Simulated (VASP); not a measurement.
BP (r.b), 2 atoms in the cell. The structure is cubic, space group F-43m (No. 216). The conventional cell has a = 4.531 Å, b = 4.531 Å, c = 4.531 Å, α = 90.00°, β = 90.00°, γ = 90.00°. Within 2.6 Å of B (site symmetry -43m) lie 4 P at 1.96 Å. P (site symmetry -43m) has 4 B at 1.96 Å within 2.6 Å. 

- Program: VASP 6.6.1
- Task: single point
- Functional: r2SCAN
- Dispersion: rVV10
- Potentials or basis: VASP PAW PBE potentials, release 64 (B, P)
- Cutoff: 550 eV
- k mesh: 10 × 10 × 10
- Occupations: gaussian, width 0.02 eV
- Spin: no spin polarisation
- Dipole correction: no
- Further INCAR settings: ALGO = Normal; EDIFF = 1e-06; NBANDS = 11

Potentials or basis: VASP PAW PBE potentials, release 64 (B, P).

Run with:

```bash
$ cat potpaw_PBE.64/B/POTCAR potpaw_PBE.64/P/POTCAR > POTCAR
$ cp INCAR.step1 INCAR
$ mpirun -np 1 vasp_std > vasp.out
$ cp INCAR.step2 INCAR
$ mpirun -np 1 vasp_std > vasp.out
```

Hardware: 1 thread of Intel(R) Xeon(R) 6975P-C (Granite Rapids) (shared host).

Question: Estimate the wall time of this run.

Answer: Wall time 60 s on 1 thread of Intel(R) Xeon(R) 6975P-C (Granite Rapids), on a shared host, peak memory 0.25 GiB. Counts: k points 47.
